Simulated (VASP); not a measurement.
SnO:

```
Sn O
1.0
     3.79860    0.00000    0.00000
     0.00000    3.79860    0.00000
     0.00000    0.00000    4.84080
Sn O
2 2
Direct
  0.50000 0.00000 0.23690
  0.00000 0.50000 0.76310
  0.00000 0.00000 0.00000
  0.50000 0.50000 0.00000
```

```yaml
Program: VASP 6.6.1
Task: relaxation of cell and atoms
Functional: PBE
Dispersion: D3(BJ)
Potentials_or_basis: VASP PAW PBE potentials, release 64 (Sn_d, O)
Cutoff: 600 eV
k_mesh: 6 × 6 × 6
Occupations: fermi-dirac, width 0.02 eV
Spin: no spin polarisation
```

At the start: pressure 2.8 GPa; volume 17.46 Å³/atom.

Q: How do energy, volume and symmetry change on relaxing?

A: Over 16 steps the energy falls by 7.0 meV/atom and the volume is 17.41 Å³/atom (-0.3 %); space group P4/nmm (No. 129, to 0.1 Å) before and after.

The path:
```
step  energy change (eV)  largest force (eV/Å)  pressure (GPa)  volume (Å³)
   1              0.0000                0.6004            2.84        69.85
   2              0.0007                0.5037           -2.94        73.03
   3             -0.0222                0.0347           -0.21        71.39
   4             -0.0222                0.0462           -0.09        71.36
   5             -0.0233                0.0550           -0.12        71.23
   6             -0.0255                0.0820           -0.11        70.86
   7             -0.0243                0.1323           -0.05        70.09
   8             -0.0259                0.1029           -0.11        70.60
   9             -0.0269                0.0409           -0.20        70.36
  10             -0.0274                0.0348           -0.37        70.04
  11             -0.0277                0.0284            0.21        69.36
  12             -0.0278                0.0077            0.03        69.58
  13             -0.0278                0.0056           -0.01        69.61
  14             -0.0278                0.0035            0.03        69.60
  15             -0.0278                0.0047           -0.04        69.63
  16             -0.0278                0.0000           -0.03        69.62
```

Final structure:
```
Sn O
1.0
     3.83459    0.00000    0.00000
     0.00000    3.83459    0.00000
     0.00000    0.00000    4.73488
Sn O
2 2
Direct
  0.50000 0.00000 0.24574
  0.00000 0.50000 0.75426
  0.00000 0.00000 0.00000
  0.50000 0.50000 0.00000
```
